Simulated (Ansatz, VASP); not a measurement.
## Two plane-wave programs on Ta2C

```
Ta C
1.0
     3.10590    0.00000    0.00000
    -1.55295    2.68979    0.00000
     0.00000    0.00000    4.94640
Ta C
2 1
Direct
  0.33333 0.66667 0.25201
  0.66667 0.33333 0.74799
  0.00000 0.00000 0.00000
```

Alike in both runs: task single point; functional r2SCAN; k mesh 6 × 6 × 4; occupations gaussian, width 0.1 eV; no spin polarisation.

```csv
,VASP,Ansatz
version,VASP 6.6.1,Ansatz 0.2.0
potentials or method,"VASP PAW PBE potentials, release 64 (Ta_pv, C), cutoff 520 eV","scalar-relativistic, plane waves, PAW"
valence electrons in the cell,26,30
```

Ansatz gave:

- gap on the k mesh at the Fermi level (eV): none
- pressure (GPa): 0.9
- traceless stress, the component that is largest in VASP (GPa): -0.24
- rms of the force components (eV/Å): 0.214

Which values does VASP return?

gap on the k mesh at the Fermi level (eV): none; pressure (GPa): 1.8; traceless stress, the component that is largest in VASP (GPa): -0.27; rms of the force components (eV/Å): 0.235.

VASP's potentials were made for PBE, not for r2SCAN. Atom by atom the forces differ by 0.021 eV/Å (rms over components). A gap of «none» marks a metal or a gap that the smearing closes. VASP's potentials hold 26 valence electrons a cell and Ansatz's 30, so a difference there can come from the potentials and not from the codes.

The k mesh is coarse, so the values compare programs but aren't converged. Neither program's run includes spin-orbit coupling.
